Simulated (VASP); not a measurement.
A run of VASP 6.6.1 is set up as follows.

File INCAR:

```
PREC = Accurate ; ENCUT = 520
EDIFF = 1E-6 ; ISMEAR = 0
SIGMA = 0.15 ; LREAL = False
LASPH = True ; NELM = 100
ALGO = Fast ; ISIF = 2
LWAVE = False ; LCHARG = False
GGA = CA ; NBANDS = 8
```

KPOINTS

```
regular mesh
0
Gamma
  18 18 18
```

Contents of POSCAR:

```
Li
1.0
    0.0000000000      2.1689700000      2.2020000000
    2.1689700000      0.0000000000      2.2020000000
    2.1689700000      2.1689700000      0.0000000000
Li
1
Direct
    0.0000000000      0.0000000000      0.0000000000
```

Potentials or basis: VASP PAW LDA potentials, release 64 (Li_sv).

The run is started by

```sh
$ cat potpaw_LDA.64/Li_sv/POTCAR > POTCAR
$ mpirun -np 1 vasp_std > vasp.out
```

Problem. Predict the band gap on the k mesh.

Solution. Zero (an odd number of electrons rules out a gap without spin polarisation).

Caveat: the cell differs from its parent crystal (strain -0.015 along x and y, +0.000 along z).
